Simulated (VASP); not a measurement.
Set up this calculation in VASP 6.6.1, as the native input.

```yaml
Task: single point
Functional: PBE
Potentials_or_basis: VASP PAW PBE potentials, release 64 (Hf_pv)
Cutoff: 520 eV
k_mesh: 16 × 16 × 16
Occupations: gaussian, width 0.1 eV
Spin: no spin polarisation
Dipole_correction: no
Further_INCAR_settings: ALGO = Normal; EDIFF = 1e-06; NBANDS = 11
```

The structure of Hf lies in POSCAR:

```
Hf
1.0
   -1.6983787747      1.6983787747      1.6983787747
    1.6983787747     -1.6983787747      1.6983787747
    1.6983787747      1.6983787747     -1.6983787747
Hf
1
Direct
    0.0000000000      0.0000000000      0.0000000000
```

This cell differs from its parent crystal: volume scaled by 0.88.

The input as run:

INCAR

```
SYSTEM = Hf
PREC = Accurate ; ENCUT = 520
EDIFF = 1E-6 ; ISMEAR = 0
SIGMA = 0.1 ; LREAL = .FALSE.
LASPH = .TRUE. ; NELM = 80
ALGO = Normal ; ISIF = 2
LWAVE = .FALSE. ; LCHARG = .FALSE.
GGA = PE ; NBANDS = 11
```

KPOINTS

```
regular mesh
0
G
  16 16 16
  0 0 0
```

Potentials or basis: VASP PAW PBE potentials, release 64 (Hf_pv).

The run is started by

```sh
$ cat potpaw_PBE.64/Hf_pv/POTCAR > POTCAR
$ mpirun -np 1 vasp_std > vasp.out
```

Results of the run:

```json
{
 "Pressure": "15.6 GPa",
 "Band gap on the k mesh": "zero (band 5 reaches 7.13 eV, above the bottom of band 6 at 4.63 eV)"
}
```

Caveat: spin-orbit coupling is left out, which moves the levels of the heavy elements.

Run time: 12 s on 1 thread of Intel(R) Xeon(R) Platinum 8488C (Sapphire Rapids), with other jobs on the host, peak memory 0.16 GiB.
